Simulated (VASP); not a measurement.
Set up this calculation in VASP 6.6.1, as the native input.

```yaml
Task: single point
Functional: r2SCAN
Potentials_or_basis: VASP PAW PBE potentials, release 64 (Cr_pv)
Cutoff: 520 eV
k_mesh: 8 × 8 × 8
Occupations: fermi-dirac, width 0.1 eV
Spin: no spin polarisation
Dipole_correction: no
Further_INCAR_settings: ALGO = Normal; EDIFF = 1e-06; NBANDS = 58
```

The system is Cr.

```
Cr
1.0
     4.50989    0.00000    0.00000
     0.00000    4.50989    0.00000
     0.00000    0.00000    4.50989
Cr
8
Direct
  0.00000 0.00000 0.00000
  0.50000 0.50000 0.50000
  0.25000 0.00000 0.50000
  0.75000 0.00000 0.50000
  0.50000 0.25000 0.00000
  0.50000 0.75000 0.00000
  0.00000 0.50000 0.25000
  0.00000 0.50000 0.75000
```

The input as run:

POSCAR

```
Cr
1.0
    4.5098896493      0.0000000000      0.0000000000
    0.0000000000      4.5098896493      0.0000000000
    0.0000000000      0.0000000000      4.5098896493
Cr
8
Direct
    1.0000000000      0.0000000000      0.0000000000
    0.5000000000      0.5000000000      0.5000000000
    0.2500000000      1.0000000000      0.5000000000
    0.7500000000      1.0000000000      0.5000000000
    0.5000000000      0.2500000000      0.0000000000
    0.5000000000      0.7500000000      0.0000000000
    0.0000000000      0.5000000000      0.2500000000
    0.0000000000      0.5000000000      0.7500000000
```

INCAR.step1

```
PREC     = Accurate       # precision mode
ENCUT    = 520            # plane-wave cutoff, eV
ISMEAR   = -1             # smearing method
SIGMA    = 0.1            # smearing width, eV
LREAL    = F              # projectors in reciprocal space
LASPH    = T              # aspherical terms in the spheres
NELM     = 100            # most SCF steps
NBANDS   = 58             # bands
GGA      = PE             # functional
ALGO     = Normal         # electronic algorithm
EDIFF    = 1E-4           # SCF threshold, eV
LWAVE    = T              # write WAVECAR
LCHARG   = F              # write CHGCAR
```

INCAR.step2

```
PREC     = Accurate       # precision mode
ENCUT    = 520            # plane-wave cutoff, eV
EDIFF    = 1E-6           # SCF threshold, eV
ISMEAR   = -1             # smearing method
SIGMA    = 0.1            # smearing width, eV
LREAL    = F              # projectors in reciprocal space
LASPH    = T              # aspherical terms in the spheres
NELM     = 100            # most SCF steps
ALGO     = Normal         # electronic algorithm
ISIF     = 2              # what is computed and relaxed
LWAVE    = F              # write WAVECAR
LCHARG   = F              # write CHGCAR
METAGGA  = R2SCAN         # meta-GGA
LMIXTAU  = T            
NBANDS   = 58             # bands
ISTART   = 1
```

KPOINTS

```
Automatic mesh
0
Gamma
  8 8 8
```

Potentials or basis: VASP PAW PBE potentials, release 64 (Cr_pv).

Command:

```console
$ cat potpaw_PBE.64/Cr_pv/POTCAR > POTCAR
$ cp INCAR.step1 INCAR
$ mpirun -np 1 vasp_std > vasp.out
$ cp INCAR.step2 INCAR
$ mpirun -np 1 vasp_std > vasp.out
```

Results of the run:

```
Pressure               : 0.6 GPa
Band gap on the k mesh : zero (bands 48 and 49 overlap by 0.46 eV)
```

Caveat: the PAW data sets were made with another functional, which shifts forces and pressure a little; the run has no spin polarisation, though such a crystal can be magnetic.

Run time: 6.6 min on 1 thread of Intel(R) Xeon(R) Platinum 8488C (Sapphire Rapids) (shared host), peak memory 0.29 GiB.
